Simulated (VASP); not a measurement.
# Se (Fd-3m) in VASP: a series of runs

Runs on Se. Level: PBEsol. Tasks: single point.

Everything below comes from runs of VASP 6.6.1. Logs are shortened: lines on timing, memory, paths and dates and some standing lists are left out, and cuts for length are marked.

**1. The cell of the first run**

Symmetry: Fd-3m, No. 227, cubic system. The conventional cell has a = 6.029 Å, b = 6.029 Å, c = 6.029 Å, α = 90.00°, β = 90.00°, γ = 90.00°. Within 3.4 Å of Se (site symmetry -43m) lie 4 Se at 2.61 Å.

This isn't the form of Se at room conditions, which is trigonal, of chains.

**2. Single point, PBEsol (strained)**

The input, INCAR:

```
SYSTEM = Se
PREC = Accurate
ENCUT = 520
EDIFF = 1E-6
ISMEAR = 0
SIGMA = 0.1
LREAL = .FALSE.
LASPH = .TRUE.
NELM = 100
ALGO = Normal
ISIF = 2
LWAVE = .FALSE.
LCHARG = .FALSE.
GGA = PS
NBANDS = 13
```

The input, KPOINTS:

```
regular mesh
0
G
  12 12 12
  0 0 0
```

The input, POSCAR:

```
Se
1.0
    0.0000000000      3.0142964001      3.0142964001
    3.0142964001      0.0000000000      3.0142964001
    3.0142964001      3.0142964001      0.0000000000
Se
2
Direct
    0.5000000000      0.5000000000      0.5000000000
    0.7500000000      0.7500000000      0.7500000000
```

Potentials or basis: VASP PAW PBE potentials, release 64 (Se).

Command:

```console
$ cat potpaw_PBE.64/Se/POTCAR > POTCAR
$ mpirun -np 1 vasp_std > vasp.out
```

OUTCAR:

```text
SYSTEM = Se
   PREC = Accurate
   ENCUT = 520
   EDIFF = 1E-6
   ISMEAR = 0
   LREAL = .FALSE.
   LASPH = .TRUE.
   NELM = 100
   ISIF = 2
   GGA = PS

 ion  position               nearest neighbor table
   1  0.500  0.500  0.500-   2 2.61   2 2.61   2 2.61   2 2.61
   2  0.750  0.750  0.750-   1 2.61   1 2.61   1 2.61   1 2.61

  LATTYP: Found a face centered cubic cell.
 ALAT       =     6.0285928002

  Lattice vectors:

 A1 = (   0.0000000000,   3.0142964001,   3.0142964001)
 A2 = (   3.0142964001,   0.0000000000,   3.0142964001)
 A3 = (   3.0142964001,   3.0142964001,   0.0000000000)

Analysis of symmetry for initial positions (statically):
=====================================================================
 Subroutine PRICEL returns:
 Original cell was already a primitive cell.

 Routine SETGRP: Setting up the symmetry group for a
 face centered cubic supercell.

 Subroutine GETGRP returns: Found 48 space group operations
 (whereof 24 operations were pure point group operations)
 out of a pool of 48 trial point group operations.

The static configuration has the point symmetry T_d .
 The point group associated with its full space group is O_h .

Analysis of symmetry for dynamics (positions and initial velocities):
=====================================================================
 Subroutine PRICEL returns:
 Original cell was already a primitive cell.

 Routine SETGRP: Setting up the symmetry group for a
 face centered cubic supercell.

 Subroutine GETGRP returns: Found 48 space group operations
 (whereof 24 operations were pure point group operations)
 out of a pool of 48 trial point group operations.

The dynamic configuration has the point symmetry T_d .
 The point group associated with its full space group is O_h .

 Subroutine INISYM returns: Found 48 space group operations
 (whereof 24 operations are pure point group operations),
 and found     1 'primitive' translations

----------------------------------------------------------------------------------------

                                     Primitive cell

  volume of cell :      54.7757

  direct lattice vectors                    reciprocal lattice vectors
     0.000000000  3.014296400  3.014296400    -0.165876189  0.165876189  0.165876189
     3.014296400  0.000000000  3.014296400     0.165876189 -0.165876189  0.165876189
     3.014296400  3.014296400  0.000000000     0.165876189  0.165876189 -0.165876189

  length of vectors
     4.262858850  4.262858850  4.262858850     0.287305987  0.287305987  0.287305987

  position of ions in fractional coordinates (direct lattice)
     0.500000000  0.500000000  0.500000000
     0.750000000  0.750000000  0.750000000

  ion indices of the primitive-cell ions
   primitive index   ion index
                 1           1
                 2           2

----------------------------------------------------------------------------------------

 KPOINTS: regular mesh

Automatic generation of k-mesh.
 Grid dimensions read from file:
 generate k-points for:   12   12   12

 Generating k-lattice:

  Cartesian coordinates                     Fractional coordinates (reciprocal lattice)
    -0.013823016  0.013823016  0.013823016     0.083333333  0.000000000  0.000000000
     0.013823016 -0.013823016  0.013823016     0.000000000  0.083333333  0.000000000
     0.013823016  0.013823016 -0.013823016     0.000000000  0.000000000  0.083333333

  Length of vectors
     0.023942166  0.023942166  0.023942166

  Shift w.r.t. Gamma in fractional coordinates (k-lattice)
     0.000000000  0.000000000  0.000000000

 Subroutine IBZKPT returns following result:
 ===========================================

 Found     72 irreducible k-points:

 Following reciprocal coordinates:
            Coordinates               Weight
  0.000000  0.000000  0.000000      1.000000
  0.083333  0.000000  0.000000      8.000000
  0.166667  0.000000  0.000000      8.000000
  0.250000  0.000000  0.000000      8.000000
  0.333333  0.000000  0.000000      8.000000
  0.416667  0.000000  0.000000      8.000000
[... 16 lines left out ...]
  0.500000  0.166667  0.000000     24.000000
 -0.416667  0.166667  0.000000     24.000000
 [... further k-points ...]
   k-points           NKPTS =     72   k-points in BZ     NKDIM =     72   number of bands    NBANDS=     13
   number of dos      NEDOS =    301   number of ions     NIONS =      2
   total plane-waves  NPLWV =  32768
   dimension x,y,z NGX =    32 NGY =   32 NGZ =   32
   dimension x,y,z NGXF=    64 NGYF=   64 NGZF=   64
   ions per type =               2
   NGX,Y,Z   is equivalent  to a cutoff of  12.48, 12.48, 12.48 a.u.
   NGXF,Y,Z  is equivalent  to a cutoff of  24.96, 24.96, 24.96 a.u.
 SYSTEM =  Se
   PREC   = accura    normal or accurate (medium, high low for compatibility)
   ISTART =      0    job   : 0-new  1-cont  2-samecut
   ICHARG =      2    charge: 1-file 2-atom 10-const
   ISPIN  =      1    spin polarized calculation?
   LNONCOLLINEAR =      F non collinear calculations
   LSORBIT =      F    spin-orbit coupling
   LASPH  =      T    aspherical Exc in radial PAW
   ENCUT  =  520.0 eV  38.22 Ry    6.18 a.u.   7.93  7.93  7.93*2*pi/ulx,y,z
   NELM   =    100;   NELMIN=  2; NELMDL= -5     # of ELM steps
   EDIFF  = 0.1E-05   stopping-criterion for ELM
   LREAL  =      F    real-space projection
   EDIFFG = 0.1E-04   stopping-criterion for IOM
   NSW    =      0    number of steps for IOM
   IBRION =     -1    ionic relax: 0-MD 1-quasi-New 2-CG
   NFREE  =      0    steps in history (QN), initial steepest desc. (CG)
   ISIF   =      2    stress and relaxation
   ISYM   =      2    0-nonsym 1-usesym 2-fastsym
   POTIM  = 0.5000    time-step for ionic-motion
   TEBEG  =    0.0;   TEEND  =   0.0 temperature during run
   PSTRESS=    0.0 pullay stress
   NELECT =      12.0000    total number of electrons
   NUPDOWN=      -1.0000    fix difference up-down
   EMIN   =  10.00;   EMAX   =-10.00  energy-range for DOS
   EFERMI =   0.00;   METHOD = LEGACY
   ISMEAR =     0;   SIGMA  =   0.10  broadening in eV -4-tet -1-fermi 0-gaus
   EFERMI_NEDOS =   21; number of points for ismear=-14 and -15
   IALGO  =     38    algorithm
   IMIX   =      4    mixing-type and parameters
     AMIX     =   0.40;   BMIX     =  1.00
     AMIX_MAG =   1.60;   BMIX_MAG =  1.00
  volume/ion in A,a.u.               =      27.39       184.82
  Fermi-wavevector in a.u.,A,eV,Ry     =   0.986899  1.864968 13.251656  0.973969
  Thomas-Fermi vector in A             =   2.118313
   LORBIT       =      0    0 simple, 1 ext, 2 COOP (PROOUT), +10 PAW based schemes
   GGA     = PS    functional components
   LHFCALC =     F    Hartree Fock is set to
   AEXX    =    0.0000 exact exchange contribution
   IVDW    =     0    specifies the selected vdW correction
   LEPSILON=     F    determine dielectric tensor
   LRPA    =     F    only Hartree local field effects (RPA)
 non-spin polarized calculation
 Gauss-broadening in eV      SIGMA  =   0.10
  energy-cutoff  :      520.00
  volume of cell :       54.78
 maximum number of plane-waves:      1492
   NGX = 15   NGY = 15   NGZ = 15

 number of electron      12.0000002 magnetization

 Free energy of the ion-electron system (eV)
  ---------------------------------------------------
  ext. energy  EPLUGINS =         0.00000000
  ---------------------------------------------------
  free energy    TOTEN  =        -6.55713018 eV

  energy without entropy =       -6.54852744  energy(sigma->0) =       -6.55282881

 E-fermi :   3.2290     XC(G=0):  -8.9779

 val. band max:        3.1770498029   @ k =  -0.3333   0.2500   0.0833
 cond. band min:       3.2325220817   @ k =   0.2500   0.0833   0.0000
 fundamental gap:      0.0554722789
 Fermi energy:         3.2290101365

 k-point     1 :       0.0000    0.0000    0.0000
  band No.  band energies     occupation
      1     -13.0629      2.00000
      2      -6.5514      2.00000
      3      -0.6926      2.00000
      4      -0.6926      2.00000
      5      -0.6926      2.00000
      6       2.2565      2.00000
      7       2.2565      2.00000
      8       2.2565      2.00000
      9       7.3827      0.00000
     10      10.6847      0.00000
     11      10.6847      0.00000
     12      12.7267      0.00000
     13      12.7267      0.00000

 k-point     2 :       0.0833    0.0000    0.0000
  band No.  band energies     occupation
      1     -13.0078      2.00000
      2      -6.7266      2.00000
      3      -0.7707      2.00000
      4      -0.7707      2.00000
      5      -0.7015      2.00000
      6       2.3651      2.00000
      7       2.3735      2.00000
      8       2.3735      2.00000
      9       7.6534      0.00000
     10      10.4312      0.00000
     11      10.4312      0.00000
     12      12.4667      0.00000
     13      13.2319      0.00000

 k-point     3 :       0.1667    0.0000    0.0000
  band No.  band energies     occupation
      1     -12.8468      2.00000
      2      -7.1892      2.00000
      3      -0.9586      2.00000
      4      -0.9586      2.00000
      5      -0.7801      2.00000
      6       2.6614      2.00000
      7       2.6614      2.00000
      8       2.7554      2.00000
      9       8.3211      0.00000
     10      10.0827      0.00000
     11      10.0827      0.00000
     12      12.0500      0.00000
     13      14.3313      0.00000

 k-point     4 :       0.2500    0.0000    0.0000
  band No.  band energies     occupation
      1     -12.5944      2.00000
      2      -7.8053      2.00000
      3      -1.1734      2.00000
      4      -1.1734      2.00000
      5      -0.9512      2.00000
      6       2.9946      1.99908
      7       2.9946      1.99908
      8       3.4539      0.00147
      9       9.0000      0.00000
     10       9.9824      0.00000
     11       9.9824      0.00000
     12      11.8878      0.00000
     13      15.5148      0.00000

 k-point     5 :       0.3333    0.0000    0.0000
  band No.  band energies     occupation
      1     -12.2847      2.00000
      2      -8.4380      2.00000
      3      -1.3561      2.00000
      4      -1.3561      2.00000
      5      -1.1439      2.00000
      6       3.2680      0.58114
      7       3.2680      0.58114
      8       4.3368      0.00000
      9       9.3392      0.00000
     10      10.2318      0.00000
     11      10.2318      0.00000
     12      11.6999      0.00000
     13      15.0027      0.00000
[... 257 lines left out ...]
 k-point    22 :       0.4167    0.1667    0.0000
  band No.  band energies     occupation
      1     -11.9790      2.00000
      2      -8.9250      2.00000
      3      -2.2986      2.00000
      4      -1.8005      2.00000
      5       0.1994      2.00000
      6       2.6103      2.00000
      7       4.1132      0.00000
      8       4.6953      0.00000
      9       9.0879      0.00000
     10       9.8664      0.00000
     11      11.6198      0.00000
     12      12.4165      0.00000
     13      13.6048      0.00000

 k-point    23 :       0.5000    0.1667    0.0000
  band No.  band energies     occupation
      1     -11.7170      2.00000
      2      -9.3221      2.00000
      3      -2.5280      2.00000
      4      -1.7970      2.00000
      5       0.1130      2.00000
      6       3.0738      1.97184
      7       4.1000      0.00000
      8       5.0855      0.00000
      9       9.1914      0.00000
     10       9.9997      0.00000
     11      11.4057      0.00000
     12      11.9924      0.00000
     13      13.3424      0.00000

 k-point    24 :      -0.4167    0.1667    0.0000
  band No.  band energies     occupation
      1     -11.6762      2.00000
      2      -9.3801      2.00000
      3      -2.6214      2.00000
      4      -1.7055      2.00000
      5       0.0512      2.00000
      6       3.3500      0.08695
      7       3.9423      0.00000
      8       5.1488      0.00000
      9       9.0163      0.00000
     10      10.4991      0.00000
     11      10.5320      0.00000
     12      12.1179      0.00000
     13      14.2651      0.00000

 [... further k-points ...]
[... 5 lines left out ...]
  --------------------------------------------------------------------------------------
  -------------------------------------------------------------------------------------
  Total        1.7828411      1.7828411      1.7828411     -0.0000000     -0.0000000      0.0000000
  in kB       52.1477248     52.1477248     52.1477248     -0.0000000     -0.0000000      0.0000000
  external PRESSURE =      52.1477248 kB  Pullay stress =       0.0000000 kB

 VOLUME and BASIS-vectors are now :
 -----------------------------------------------------------------------------
  energy-cutoff  :      520.00
  volume of cell :       54.78
      direct lattice vectors                 reciprocal lattice vectors
     0.000000000  3.014296400  3.014296400    -0.165876189  0.165876189  0.165876189
     3.014296400  0.000000000  3.014296400     0.165876189 -0.165876189  0.165876189
     3.014296400  3.014296400  0.000000000     0.165876189  0.165876189 -0.165876189

 POSITION                                       TOTAL-FORCE (eV/Angst)
 -----------------------------------------------------------------------------------
      3.01430      3.01430      3.01430         0.000000      0.000000      0.000000
      4.52144      4.52144      4.52144        -0.000000     -0.000000     -0.000000
 -----------------------------------------------------------------------------------
    total drift:                               -0.000000     -0.000000      0.000000

  FREE ENERGIE OF THE ION-ELECTRON SYSTEM (eV)
  ---------------------------------------------------
  free  energy   TOTEN  =        -6.5571301787 eV

  energy  without entropy=       -6.5485274375  energy(sigma->0) =       -6.55282881
```

Run time: 23 s. Hardware: 1 thread of Intel Xeon Platinum 8488C (Sapphire Rapids), shared host; peak memory 0.19 GiB.

What came out:

| Item | Value |
| --- | --- |
| Free energy | -6.5571 eV |
| Pressure | 5.2 GPa |
| Band gap on the k mesh | zero (bands 6 and 7 overlap by 1.23 eV) |

Caveat: the cell differs from its parent crystal (strained); the cell stands under pressure; the PAW data sets were made with another functional, which shifts forces and pressure a little.

**3. Single point, PBEsol (strained)**

The input, INCAR:

```
SYSTEM = Se
ALGO = Normal
EDIFF = 1E-6
ENCUT = 520
GGA = PS
ISIF = 2
ISMEAR = 0
LASPH = .True.
LCHARG = .False.
LREAL = .False.
LWAVE = .False.
NBANDS = 13
NELM = 100
PREC = Accurate
SIGMA = 0.1
```

The input, KPOINTS:

```
k-points
0
Gamma
  12 12 12
  0 0 0
```

The input, POSCAR:

```
Se
1.0
    0.0000000000      3.0335186345      3.0335186345
    3.0335186345      0.0000000000      3.0335186345
    3.0335186345      3.0335186345      0.0000000000
Se
2
Direct
    0.5000000000      0.5000000000      0.5000000000
    0.7500000000      0.7500000000      0.7500000000
```

Potentials or basis: VASP PAW PBE potentials, release 64 (Se).

Command:

```console
$ cat potpaw_PBE.64/Se/POTCAR > POTCAR
$ mpirun -np 1 vasp_std > vasp.out
```

Wall time 26 s (1 thread of Intel Xeon Platinum 8488C (Sapphire Rapids), shared host); peak memory 0.17 GiB.

The run converged. Its results:

* Free energy: -6.5875 eV
* Pressure: 4.0 GPa
* Band gap on the k mesh: zero (bands 6 and 7 overlap by 1.21 eV)

Levels at points of the mesh, in eV from the Fermi level:
```
           k point  band 3  band 4  band 5  band 6  band 7  band 8  band 9  band 10
(0.00, 0.00, 0.00)   -3.85   -3.85   -3.85   -0.94   -0.94   -0.94    4.16     7.48
(0.50, 0.00, 0.00)   -4.65   -4.65   -4.51    0.27    0.27    2.21    6.68     6.80
(0.50, 0.50, 0.00)   -5.55   -5.55   -2.18   -2.18    2.62    2.62    6.23     6.23
```

Caveat: the cell differs from its parent crystal (strained); the cell stands under pressure; the PAW data sets were made with another functional, which shifts forces and pressure a little.

[end of part 1 of 2]
